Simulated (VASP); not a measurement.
The system is Be.

```
CELL_PARAMETERS angstrom
-1.25312 1.25312 1.25312
1.25312 -1.25312 1.25312
1.25312 1.25312 -1.25312
ATOMIC_POSITIONS crystal
Be 0.00000 0.00000 0.00000
```

This isn't the form of Be at room conditions, which is hcp.

Base run:

```yaml
Program: VASP 6.6.1
Functional: PBE
Dispersion: D3(BJ)
Potentials_or_basis: VASP PAW PBE potentials, release 64 (Be)
Cutoff: 600 eV
k_mesh: 15 × 15 × 15
Occupations: tetrahedron
Spin: no spin polarisation
```

Its results: band gap on the k mesh zero (bands 1 and 2 overlap by 4.41 eV); pressure -8.2 GPa.

Task: The run is repeated on the same cell with these changes: functional from PBE to r2SCAN; cutoff from 600 eV to 660 eV. What comes out?

Result: Band gap on the k mesh zero (bands 1 and 2 overlap by 4.79 eV); pressure -4.1 GPa.

Caveats: three body term missing; the cell stands under tension; tetrahedron occupations give inexact forces and stress in metals; the PAW data sets were made with another functional, which shifts forces and pressure a little (at least some runs).
